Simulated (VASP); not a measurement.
# TiC (I4/mmm) in VASP: a series of runs

The runs below take TiC through single point, with PBEsol.

All numbers are computed with VASP 6.6.1; they aren't measurements. Logs are shortened: lines on timing, memory, paths and dates and some standing lists are left out, and cuts for length are marked.

**1. The cell of the first run**

The structure is tetragonal, space group I4/mmm (No. 139). Conventional cell: a = 2.854 Å, b = 2.854 Å, c = 4.419 Å, α = 90.00°, β = 90.00°, γ = 90.00°. Ti (site symmetry 4/mmm) has 6 C at 2.02 to 2.21 Å within 2.7 Å. Within 2.7 Å of C (site symmetry 4/mmm) lie 6 Ti at 2.02 to 2.21 Å.

**2. Single point, PBEsol (biaxial strain in the a-b plane: -6.0 %, then relaxed in part)**

Input file INCAR:

```
SYSTEM = TiC
ALGO     = Normal         ! electronic algorithm
EDIFF    = 1E-7           ! SCF threshold, eV
ENCUT    = 520            ! plane-wave cutoff, eV
GGA      = PS             ! functional
ISIF     = 2              ! what is computed and relaxed
ISMEAR   = 0              ! smearing method
LASPH    = .TRUE.         ! aspherical terms in the spheres
LCHARG   = .TRUE.         ! write CHGCAR
LELF     = .TRUE.         ! ELF
LREAL    = .FALSE.        ! projectors in reciprocal space
LVHAR    = .TRUE.       
LWAVE    = .FALSE.        ! write WAVECAR
NBANDS   = 24             ! bands
NELM     = 80             ! most SCF steps
PREC     = Accurate       ! precision mode
SIGMA    = 0.1            ! smearing width, eV
```

Input file KPOINTS:

```
k-points
0
G
  18 18 12
  0 0 0
```

Input file POSCAR:

```
TiC
1.0
    2.0178854630      2.0178854630      0.0000000000
   -2.0178854630      2.0178854630      0.0000000000
    0.0000000000      0.0000000000      4.4186688142
Ti C
2 2
Direct
    0.0000000000      0.0000000000      0.0000000000
    0.5000000000      0.5000000000      0.5000000000
    0.5000000000      0.5000000000      0.0000000000
    0.0000000000      0.0000000000      0.5000000000
```

Potentials or basis: VASP PAW PBE potentials, release 64 (Ti_sv, C).

Run with:

```console
$ cat potpaw_PBE.64/Ti_sv/POTCAR potpaw_PBE.64/C/POTCAR > POTCAR
$ mpirun -np 1 vasp_std > vasp.out
```

OUTCAR:

```text
SYSTEM = TiC
   EDIFF = 1E-7
   ENCUT = 520
   GGA = PS
   ISIF = 2
   ISMEAR = 0
   LASPH = .TRUE.
   LREAL = .FALSE.
   NELM = 80
   PREC = Accurate

 ion  position               nearest neighbor table
   1  0.000  0.000  0.000-   3 2.02   3 2.02   3 2.02   3 2.02   4 2.21   4 2.21
   2  0.500  0.500  0.500-   4 2.02   4 2.02   4 2.02   4 2.02   3 2.21   3 2.21
   3  0.500  0.500  0.000-   1 2.02   1 2.02   1 2.02   1 2.02   2 2.21   2 2.21
   4  0.000  0.000  0.500-   2 2.02   2 2.02   2 2.02   2 2.02   1 2.21   1 2.21

  LATTYP: Found a simple tetragonal cell.
 ALAT       =     2.8537209891
 C/A-ratio  =     1.5483885184

  Lattice vectors:

 A1 = (   2.0178854630,   2.0178854630,   0.0000000000)
 A2 = (  -2.0178854630,   2.0178854630,   0.0000000000)
 A3 = (   0.0000000000,   0.0000000000,   4.4186688142)

Analysis of symmetry for initial positions (statically):
=====================================================================
 Subroutine PRICEL returns following result:

  LATTYP: Found a body centered tetragonal cell.
 ALAT       =     2.8537209891
 C/A-ratio  =     1.5483885184

  Lattice vectors:

 A1 = (   2.0178854630,   0.0000000000,  -2.2093344071)
 A2 = (  -2.0178854630,   0.0000000000,  -2.2093344071)
 A3 = (   0.0000000000,   2.0178854630,   2.2093344071)

   2 primitive cells build up your supercell.

 Routine SETGRP: Setting up the symmetry group for a
 simple tetragonal supercell.

 Subroutine GETGRP returns: Found 16 space group operations
 (whereof 16 operations were pure point group operations)
 out of a pool of 16 trial point group operations.

The static configuration has the point symmetry D_4h.

Analysis of symmetry for dynamics (positions and initial velocities):
=====================================================================
 Subroutine PRICEL returns following result:

  LATTYP: Found a body centered tetragonal cell.
 ALAT       =     2.8537209891
 C/A-ratio  =     1.5483885184

  Lattice vectors:

 A1 = (   2.0178854630,   0.0000000000,  -2.2093344071)
 A2 = (  -2.0178854630,   0.0000000000,  -2.2093344071)
 A3 = (   0.0000000000,   2.0178854630,   2.2093344071)

   2 primitive cells build up your supercell.

 Routine SETGRP: Setting up the symmetry group for a
 simple tetragonal supercell.

 Subroutine GETGRP returns: Found 16 space group operations
 (whereof 16 operations were pure point group operations)
 out of a pool of 16 trial point group operations.

The dynamic configuration has the point symmetry D_4h.

 Subroutine INISYM returns: Found 16 space group operations
 (whereof 16 operations are pure point group operations),
 and found     2 'primitive' translations

----------------------------------------------------------------------------------------

                                     Primitive cell

  volume of cell :      17.9922

  direct lattice vectors                    reciprocal lattice vectors
     2.017885463  0.000000000 -2.209334407     0.247784133  0.247784133 -0.226312503
    -2.017885463  0.000000000 -2.209334407    -0.247784133  0.247784133 -0.226312503
     0.000000000  2.017885463  2.209334407     0.000000000  0.495568266  0.000000000

  length of vectors
     2.992159799  2.992159799  2.992159799     0.417146620  0.417146620  0.495568266

  position of ions in fractional coordinates (direct lattice)
     0.000000000  0.000000000  0.000000000
     0.500000000  0.500000000  0.000000000

  ion indices of the primitive-cell ions
   primitive index   ion index
                 1           1
                 2           4

----------------------------------------------------------------------------------------

 KPOINTS: k-points

Automatic generation of k-mesh.
 Grid dimensions read from file:
 generate k-points for:   18   18   12

 Generating k-lattice:

  Cartesian coordinates                     Fractional coordinates (reciprocal lattice)
     0.013765785  0.013765785  0.000000000     0.055555556  0.000000000  0.000000000
    -0.013765785  0.013765785  0.000000000     0.000000000  0.055555556  0.000000000
     0.000000000  0.000000000  0.018859375     0.000000000  0.000000000  0.083333333

  Length of vectors
     0.019467760  0.019467760  0.018859375

  Shift w.r.t. Gamma in fractional coordinates (k-lattice)
     0.000000000  0.000000000  0.000000000

 Subroutine IBZKPT returns following result:
 ===========================================

 Found    385 irreducible k-points:

 Following reciprocal coordinates:
            Coordinates               Weight
  0.000000  0.000000  0.000000      1.000000
  0.055556  0.000000  0.000000      4.000000
  0.111111  0.000000  0.000000      4.000000
  0.166667  0.000000  0.000000      4.000000
  0.222222  0.000000  0.000000      4.000000
  0.277778  0.000000  0.000000      4.000000
[... 16 lines left out ...]
  0.277778  0.111111  0.000000      8.000000
  0.333333  0.111111  0.000000      8.000000
 [... further k-points ...]
   k-points           NKPTS =    385   k-points in BZ     NKDIM =    385   number of bands    NBANDS=     24
   number of dos      NEDOS =    301   number of ions     NIONS =      4
   total plane-waves  NPLWV =  20736
   dimension x,y,z NGX =    24 NGY =   24 NGZ =   36
   dimension x,y,z NGXF=    48 NGYF=   48 NGZF=   72
   ions per type =               2   2
   NGX,Y,Z   is equivalent  to a cutoff of  13.98, 13.98, 13.54 a.u.
   NGXF,Y,Z  is equivalent  to a cutoff of  27.96, 27.96, 27.09 a.u.
 SYSTEM =  TiC
   PREC   = accura    normal or accurate (medium, high low for compatibility)
   ISTART =      0    job   : 0-new  1-cont  2-samecut
   ICHARG =      2    charge: 1-file 2-atom 10-const
   ISPIN  =      1    spin polarized calculation?
   LNONCOLLINEAR =      F non collinear calculations
   LSORBIT =      F    spin-orbit coupling
   LASPH  =      T    aspherical Exc in radial PAW
   ENCUT  =  520.0 eV  38.22 Ry    6.18 a.u.   5.31  5.31  8.22*2*pi/ulx,y,z
   NELM   =     80;   NELMIN=  2; NELMDL= -5     # of ELM steps
   EDIFF  = 0.1E-06   stopping-criterion for ELM
   LREAL  =      F    real-space projection
   EDIFFG = 0.1E-05   stopping-criterion for IOM
   NSW    =      0    number of steps for IOM
   IBRION =     -1    ionic relax: 0-MD 1-quasi-New 2-CG
   NFREE  =      0    steps in history (QN), initial steepest desc. (CG)
   ISIF   =      2    stress and relaxation
   ISYM   =      2    0-nonsym 1-usesym 2-fastsym
   POTIM  = 0.5000    time-step for ionic-motion
   TEBEG  =    0.0;   TEEND  =   0.0 temperature during run
   PSTRESS=    0.0 pullay stress
   NELECT =      32.0000    total number of electrons
   NUPDOWN=      -1.0000    fix difference up-down
   EMIN   =  10.00;   EMAX   =-10.00  energy-range for DOS
   EFERMI =   0.00;   METHOD = LEGACY
   ISMEAR =     0;   SIGMA  =   0.10  broadening in eV -4-tet -1-fermi 0-gaus
   EFERMI_NEDOS =   21; number of points for ismear=-14 and -15
   IALGO  =     38    algorithm
   IMIX   =      4    mixing-type and parameters
     AMIX     =   0.40;   BMIX     =  1.00
     AMIX_MAG =   1.60;   BMIX_MAG =  1.00
  volume/ion in A,a.u.               =       9.00        60.71
  Fermi-wavevector in a.u.,A,eV,Ry     =   1.574297  2.974990 33.720829  2.478411
  Thomas-Fermi vector in A             =   2.675452
   LORBIT       =      0    0 simple, 1 ext, 2 COOP (PROOUT), +10 PAW based schemes
   GGA     = PS    functional components
   LHFCALC =     F    Hartree Fock is set to
   AEXX    =    0.0000 exact exchange contribution
   IVDW    =     0    specifies the selected vdW correction
   LEPSILON=     F    determine dielectric tensor
   LRPA    =     F    only Hartree local field effects (RPA)
 non-spin polarized calculation
 Gauss-broadening in eV      SIGMA  =   0.10
  energy-cutoff  :      520.00
  volume of cell :       35.98
 maximum number of plane-waves:       987
 NGX is ok and might be reduce to    24
   NGX = 11   NGY = 11   NGZ = 17

 number of electron      31.9999999 magnetization

 Free energy of the ion-electron system (eV)
  ---------------------------------------------------
  ext. energy  EPLUGINS =         0.00000000
  ---------------------------------------------------
  free energy    TOTEN  =       -38.91210635 eV

  energy without entropy =      -38.90934927  energy(sigma->0) =      -38.91072781

 E-fermi :  10.8150     XC(G=0): -13.4855

 val. band max:       10.8039053132   @ k =   0.5000   0.5000   0.0000
 cond. band min:      10.8157282844   @ k =   0.0556   0.0000   0.4167
 fundamental gap:      0.0118229712
 Fermi energy:        10.8150054223

 k-point     1 :       0.0000    0.0000    0.0000
  band No.  band energies     occupation
      1     -45.1631      2.00000
      2     -45.0233      2.00000
      3     -21.9326      2.00000
      4     -21.3690      2.00000
      5     -21.3690      2.00000
      6     -21.2824      2.00000
[... 16 lines left out ...]
     23      14.0032      0.00000
     24      14.8952      0.00000

 k-point     2 :       0.0556    0.0000    0.0000
  band No.  band energies     occupation
      1     -45.1602      2.00000
      2     -45.0225      2.00000
      3     -21.9260      2.00000
      4     -21.3851      2.00000
      5     -21.3651      2.00000
      6     -21.2856      2.00000
[... 16 lines left out ...]
     23      14.3686      0.00000
     24      14.8776      0.00000

 k-point     3 :       0.1111    0.0000    0.0000
  band No.  band energies     occupation
      1     -45.1518      2.00000
      2     -45.0203      2.00000
      3     -21.9067      2.00000
      4     -21.4312      2.00000
      5     -21.3538      2.00000
      6     -21.2952      2.00000
[... 16 lines left out ...]
     23      15.0147      0.00000
     24      15.1856      0.00000
[... 514 lines left out ...]
 k-point    23 :       0.2778    0.1111    0.0000
  band No.  band energies     occupation
      1     -45.0926      2.00000
      2     -45.0075      2.00000
      3     -21.7655      2.00000
      4     -21.6602      2.00000
      5     -21.5509      2.00000
      6     -21.3709      2.00000
[... 16 lines left out ...]
     23      15.3143      0.00000
     24      16.6739      0.00000

 k-point    24 :       0.3333    0.1111    0.0000
  band No.  band energies     occupation
      1     -45.0732      2.00000
      2     -45.0069      2.00000
      3     -21.7382      2.00000
      4     -21.7127      2.00000
      5     -21.6540      2.00000
      6     -21.4053      2.00000
[... 16 lines left out ...]
     23      15.4625      0.00000
     24      16.4476      0.00000

 [... further k-points ...]
[... 5 lines left out ...]
  --------------------------------------------------------------------------------------
  -------------------------------------------------------------------------------------
  Total       12.0151963     12.0151963      0.0262080      0.0000000     -0.0000000     -0.0000000
  in kB      534.9669884    534.9669884      1.1668914      0.0000000     -0.0000000     -0.0000000
  external PRESSURE =     357.0336227 kB  Pullay stress =       0.0000000 kB

 VOLUME and BASIS-vectors are now :
 -----------------------------------------------------------------------------
  energy-cutoff  :      520.00
  volume of cell :       35.98
      direct lattice vectors                 reciprocal lattice vectors
     2.017885463  2.017885463  0.000000000     0.247784133  0.247784133  0.000000000
    -2.017885463  2.017885463  0.000000000    -0.247784133  0.247784133  0.000000000
     0.000000000  0.000000000  4.418668814     0.000000000  0.000000000  0.226312503

 POSITION                                       TOTAL-FORCE (eV/Angst)
 -----------------------------------------------------------------------------------
      0.00000      0.00000      0.00000        -0.000000     -0.000000      0.000000
      0.00000      2.01789      2.20933        -0.000000      0.000000     -0.000000
      0.00000      2.01789      0.00000         0.000000      0.000000      0.000000
      0.00000      0.00000      2.20933         0.000000      0.000000      0.000000
 -----------------------------------------------------------------------------------
    total drift:                               -0.000000      0.000000     -0.000000

  FREE ENERGIE OF THE ION-ELECTRON SYSTEM (eV)
  ---------------------------------------------------
  free  energy   TOTEN  =       -38.9121063512 eV

  energy  without entropy=      -38.9093492669  energy(sigma->0) =      -38.91072781
```

Wall time 3.2 min (1 thread of Intel Xeon 6975P-C (Granite Rapids), shared host); peak memory 0.38 GiB.

Results:

```
Free energy            : -38.9121 eV
Pressure               : 35.7 GPa
Band gap on the k mesh : zero (bands 16 and 17 overlap by 1.66 eV)
```

Stress tensor (GPa, compression positive):
```
53.50  0.00  0.00
 0.00 53.50  0.00
 0.00  0.00  0.12
```

Caveat: the cell differs from its parent crystal (biaxial strain in the a-b plane: -6.0 %, then relaxed in part); the stress differs along the axes, from 0 to 53 GPa; the PAW data sets were made with another functional, which shifts forces and pressure a little.

**3. Single point, PBEsol (biaxial strain in the a-b plane: -6.0 %)**

Input file INCAR:

```
PREC = Accurate ; ENCUT = 520
EDIFF = 1E-6 ; ISMEAR = 0
SIGMA = 0.1 ; LREAL = False
LASPH = True ; NELM = 80
ALGO = Normal ; ISIF = 2
LWAVE = False ; LCHARG = False
GGA = PS ; NBANDS = 24
```

Input file KPOINTS:

```
Automatic mesh
0
Gamma
  18 18 12
```

Edit POSCAR of step 2 so:

```diff
@@ -4,3 +4,3 @@
    -2.0178854630      2.0178854630      0.0000000000
-    0.0000000000      0.0000000000      4.4186688142
+    0.0000000000      0.0000000000      4.4479347654
 Ti C
```

Potentials or basis: VASP PAW PBE potentials, release 64 (Ti_sv, C).

Run with:

```console
$ cat potpaw_PBE.64/Ti_sv/POTCAR potpaw_PBE.64/C/POTCAR > POTCAR
$ mpirun -np 1 vasp_std > vasp.out
```

It took 2.6 min on 1 thread of Intel Xeon 6975P-C (Granite Rapids), shared host; peak memory 0.36 GiB.

The run converged. Its results:

* Free energy: -38.9099 eV
* Pressure: 33.9 GPa
* Band gap on the k mesh: zero (bands 16 and 17 overlap by 1.70 eV)

Stress tensor (GPa, compression positive):
```
52.38  0.00  0.00
 0.00 52.38  0.00
 0.00  0.00 -3.17
```

Levels at points of the mesh, in eV from the Fermi level:
```
           k point  band 14  band 15  band 16  band 17  band 18  band 19
(0.00, 0.00, 0.00)     0.61     0.61     1.01     1.01     1.32     1.49
(0.50, 0.00, 0.00)    -3.60    -3.08    -3.08     2.67     2.67     3.70
(0.50, 0.50, 0.00)    -2.09    -0.24    -0.24    -0.03    -0.03     3.09
(0.00, 0.00, 0.50)    -1.04     0.27     0.27     0.27     0.27     2.75
(0.50, 0.00, 0.50)    -3.52    -3.28    -3.28     3.21     3.21     3.63
(0.50, 0.50, 0.50)    -2.94    -2.60    -2.60     2.40     2.40     2.40
```

Caveat: the cell differs from its parent crystal (biaxial strain in the a-b plane: -6.0 %); the stress differs along the axes, from -3 to 52 GPa; the PAW data sets were made with another functional, which shifts forces and pressure a little.

The gap in the log of VASP goes by the Fermi energy; the results here count the filled bands.